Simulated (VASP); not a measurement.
# NbTe (P-6m2) in VASP: a series of runs, part 2 of 2

VASP 6.6.1. Earlier steps stand in the parts before.

## (6) Single point, PBE

This run uses another cell than the first one, of 23.69 Å³/atom, 1.174 times its volume.

INCAR

```
SYSTEM = NbTe
PREC     = Accurate       ! precision mode
ENCUT    = 520            ! plane-wave cutoff, eV
EDIFF    = 1E-6           ! SCF threshold, eV
ISMEAR   = -1             ! smearing method
SIGMA    = 0.05           ! smearing width, eV
LREAL    = .False.        ! projectors in reciprocal space
LASPH    = .True.         ! aspherical terms in the spheres
NELM     = 60             ! most SCF steps
ALGO     = Normal         ! electronic algorithm
ISIF     = 2              ! what is computed and relaxed
LWAVE    = .False.        ! write WAVECAR
LCHARG   = .False.        ! write CHGCAR
GGA      = PE             ! functional
NBANDS   = 16             ! bands
```

KPOINTS

```
Automatic mesh
0
Gamma
  9 9 8
  0 0 0
```

POSCAR

```
NbTe
1.0
    3.7991978827      0.0000000000      0.0000000000
   -1.8995989414      3.2902023385      0.0000000000
    0.0000000000      0.0000000000      3.7902071712
Nb Te
1 1
Direct
    0.0000000000      0.0000000000      0.5000000000
    0.6666666667      0.3333333333      0.0000000000
```

Potentials or basis: VASP PAW PBE potentials, release 64 (Nb_sv, Te).

Run with:

```console
cat potpaw_PBE.64/Nb_sv/POTCAR potpaw_PBE.64/Te/POTCAR > POTCAR
mpirun -np 1 vasp_std > vasp.out
```

OUTCAR:

```text
SYSTEM = NbTe
   PREC = Accurate
   ENCUT = 520
   EDIFF = 1E-6
   ISMEAR = -1
   LREAL = .False.
   LASPH = .True.
   NELM = 60
   ISIF = 2
   GGA = PE

 ion  position               nearest neighbor table
   1  0.000  0.000  0.500-   2 2.90   2 2.90   2 2.90   2 2.90   2 2.90   2 2.90
   2  0.667  0.333  0.000-   1 2.90   1 2.90   1 2.90   1 2.90   1 2.90   1 2.90

  LATTYP: Found a hexagonal cell.
 ALAT       =     3.7991978827
 C/A-ratio  =     0.9976335238

  Lattice vectors:

 A1 = (   3.7991978827,   0.0000000000,   0.0000000000)
 A2 = (  -1.8995989414,   3.2902023385,   0.0000000000)
 A3 = (   0.0000000000,   0.0000000000,   3.7902071712)

Analysis of symmetry for initial positions (statically):
=====================================================================
 Subroutine PRICEL returns:
 Original cell was already a primitive cell.

 Routine SETGRP: Setting up the symmetry group for a
 hexagonal supercell.

 Subroutine GETGRP returns: Found 12 space group operations
 (whereof 12 operations were pure point group operations)
 out of a pool of 24 trial point group operations.

The static configuration has the point symmetry D_3h.

Analysis of symmetry for dynamics (positions and initial velocities):
=====================================================================
 Subroutine PRICEL returns:
 Original cell was already a primitive cell.

 Routine SETGRP: Setting up the symmetry group for a
 hexagonal supercell.

 Subroutine GETGRP returns: Found 12 space group operations
 (whereof 12 operations were pure point group operations)
 out of a pool of 24 trial point group operations.

The dynamic configuration has the point symmetry D_3h.

 Subroutine INISYM returns: Found 12 space group operations
[... 104 lines left out ...]
   ISYM   =      2    0-nonsym 1-usesym 2-fastsym
   POTIM  = 0.5000    time-step for ionic-motion
   TEBEG  =    0.0;   TEEND  =   0.0 temperature during run
   PSTRESS=    0.0 pullay stress
   NELECT =      19.0000    total number of electrons
   NUPDOWN=      -1.0000    fix difference up-down
   EMIN   =  10.00;   EMAX   =-10.00  energy-range for DOS
   EFERMI =   0.00;   METHOD = LEGACY
   ISMEAR =    -1;   SIGMA  =   0.05  broadening in eV -4-tet -1-fermi 0-gaus
   EFERMI_NEDOS =   21; number of points for ismear=-14 and -15
   IALGO  =     38    algorithm
   IMIX   =      4    mixing-type and parameters
     AMIX     =   0.40;   BMIX     =  1.00
     AMIX_MAG =   1.60;   BMIX_MAG =  1.00
  volume/ion in A,a.u.               =      23.69       159.86
  Fermi-wavevector in a.u.,A,eV,Ry     =   1.207258  2.281387 19.830119  1.457473
  Thomas-Fermi vector in A             =   2.342901
   LORBIT       =      0    0 simple, 1 ext, 2 COOP (PROOUT), +10 PAW based schemes
   GGA     = PE    functional components
   LHFCALC =     F    Hartree Fock is set to
   AEXX    =    0.0000 exact exchange contribution
   IVDW    =     0    specifies the selected vdW correction
   LEPSILON=     F    determine dielectric tensor
   LRPA    =     F    only Hartree local field effects (RPA)
 non-spin polarized calculation
  energy-cutoff  :      520.00
  volume of cell :       47.38
 maximum number of plane-waves:      1305
   NGX = 15   NGY = 15   NGZ = 15

 number of electron      19.0000002 magnetization

 Free energy of the ion-electron system (eV)
  ---------------------------------------------------
  ext. energy  EPLUGINS =         0.00000000
  ---------------------------------------------------
  free energy    TOTEN  =       -13.53178622 eV

  energy without entropy =      -13.51921330  energy(sigma->0) =      -13.52549976

 E-fermi :   9.9279     XC(G=0): -10.9090

 val. band max:        9.9086704587   @ k =   0.3333   0.0000   0.1250
 cond. band min:       9.9359320268   @ k =   0.1111   0.1111   0.0000
 fundamental gap:      0.0272615681
 Fermi energy:         9.9279190559

 k-point     1 :       0.0000    0.0000    0.0000
  band No.  band energies     occupation
      1     -45.7532      2.00000
      2     -21.9021      2.00000
      3     -21.7441      2.00000
      4     -21.7441      2.00000
      5      -3.8142      2.00000
      6       6.9960      2.00000
[... 433 lines left out ...]
      3     -21.8144      2.00000
      4     -21.8014      2.00000
      5      -2.1390      2.00000
      6       4.0524      2.00000
[... 8 lines left out ...]
     15      16.7545      0.00000
     16      16.8798      0.00000

 [... further k-points ...]
[... 5 lines left out ...]
  --------------------------------------------------------------------------------------
  -------------------------------------------------------------------------------------
  Total       -2.3148337     -2.3148343     -2.7973698      0.0000000      0.0000000      0.0000000
  in kB      -78.2803757    -78.2803975    -94.5982271      0.0000000      0.0000000      0.0000000
  external PRESSURE =     -83.7196668 kB  Pullay stress =       0.0000000 kB

 VOLUME and BASIS-vectors are now :
 -----------------------------------------------------------------------------
  energy-cutoff  :      520.00
  volume of cell :       47.38
      direct lattice vectors                 reciprocal lattice vectors
     3.799197883  0.000000000  0.000000000     0.263213455  0.151966338  0.000000000
    -1.899598941  3.290202338  0.000000000     0.000000000  0.303932676  0.000000000
     0.000000000  0.000000000  3.790207171     0.000000000  0.000000000  0.263837821

 POSITION                                       TOTAL-FORCE (eV/Angst)
 -----------------------------------------------------------------------------------
      0.00000      0.00000      1.89510         0.000000      0.000000      0.000000
      1.89960      1.09673      0.00000        -0.000000     -0.000000      0.000000
 -----------------------------------------------------------------------------------
    total drift:                               -0.000000     -0.000006      0.000000

  FREE ENERGIE OF THE ION-ELECTRON SYSTEM (eV)
  ---------------------------------------------------
  free  energy   TOTEN  =       -13.5317862170 eV

  energy  without entropy=      -13.5192132999  energy(sigma->0) =      -13.52549976
```

OSZICAR:

```text
N       E                     dE             d eps       ncg     rms          rms(c)
DAV:   1     0.145533773748E+03    0.14553E+03   -0.95161E+03  1936   0.108E+03
DAV:   2    -0.391346259492E+01   -0.14945E+03   -0.14574E+03  2560   0.357E+02
DAV:   3    -0.138012042442E+02   -0.98877E+01   -0.97406E+01  3512   0.690E+01
DAV:   4    -0.140254382040E+02   -0.22423E+00   -0.22400E+00  2304   0.101E+01
DAV:   5    -0.140341460092E+02   -0.87078E-02   -0.87061E-02  3184   0.195E+00    0.630E+00
DAV:   6    -0.135565875744E+02    0.47756E+00   -0.17438E+00  2936   0.105E+01    0.264E+00
DAV:   7    -0.135379004022E+02    0.18687E-01   -0.82002E-02  2240   0.213E+00    0.149E+00
DAV:   8    -0.135316335670E+02    0.62668E-02   -0.22444E-02  2760   0.922E-01    0.190E-01
DAV:   9    -0.135317178957E+02   -0.84329E-04   -0.18538E-03  2720   0.335E-01    0.138E-01
DAV:  10    -0.135317933258E+02   -0.75430E-04   -0.35107E-04  2656   0.181E-01    0.193E-02
DAV:  11    -0.135317872215E+02    0.61044E-05   -0.34928E-05  2832   0.570E-02    0.151E-02
DAV:  12    -0.135317860813E+02    0.11401E-05   -0.19420E-06  2192   0.125E-02    0.258E-03
DAV:  13    -0.135317862170E+02   -0.13563E-06   -0.14861E-07  1432   0.402E-03
   1 F= -.13531786E+02 E0= -.13525500E+02  d E =-.125729E-01
```

stdout:

```text
POSCAR found type information on POSCAR NbTe
 POSCAR found :  2 types and       2 ions
 scaLAPACK will be used
 LDA part: xc-table for (Slater+PW92), standard interpolation
 POSCAR, INCAR and KPOINTS ok, starting setup
 FFT: planning ... GRIDC
 FFT: planning ... GRID_SOFT
 FFT: planning ... GRID
 WAVECAR not read
 entering main loop
```

Wall time 27 s (1 thread of Intel Xeon 6975P-C, shared host); peak memory 0.19 GiB.

What came out:

```
Free energy : -13.5318 eV
Pressure    : -8.4 GPa
```

Stress tensor (GPa, compression positive):
```
-7.83  0.00  0.00
 0.00 -7.83  0.00
 0.00  0.00 -9.46
```

Levels at points of the mesh, in eV from the Fermi level:
```tsv
k point	band 5	band 6	band 7	band 8	band 9	band 10	band 11	band 12	band 13	band 14
(0.00, 0.00, 0.00)	-13.74	-2.93	-2.93	-2.64	-2.31	0.14	0.14	2.18	2.18	2.36
(0.00, 0.00, 0.50)	-12.60	-7.08	-2.45	-2.45	-0.83	-0.83	0.60	1.53	1.53	4.93
```

Caveat: spin-orbit coupling is left out, which moves the levels of the heavy elements.

## (7) Overview

| cell | gap on the mesh (eV) | pressure (GPa) |
| --- | --- | --- |
| a = 3.601, b = 3.601, c = 3.593 Å, angles 90.0, 90.0, 120.0°, 2 atoms | none | 11.2 |
| a = 3.653, b = 3.653, c = 3.644 Å, angles 90.0, 90.0, 120.0°, 2 atoms | none | 4.5 |
| a = 3.703, b = 3.703, c = 3.694 Å, angles 90.0, 90.0, 120.0°, 2 atoms | none | -0.8 |
| a = 3.752, b = 3.752, c = 3.743 Å, angles 90.0, 90.0, 120.0°, 2 atoms | none | -5.0 |
| a = 3.799, b = 3.799, c = 3.790 Å, angles 90.0, 90.0, 120.0°, 2 atoms | none | -8.4 |

Alike in all rows: task single point; level PBE; potentials or basis VASP PAW PBE potentials, release 64 (Nb_sv, Te); no spin polarisation; k mesh 9 × 9 × 8; cutoff (eV) 520; smearing fermi-dirac 0.05 eV.

Caveats: spin-orbit coupling is left out, which moves the levels of the heavy elements.

Total energies depend on the potentials used, so only differences within one code and one set of settings carry meaning.
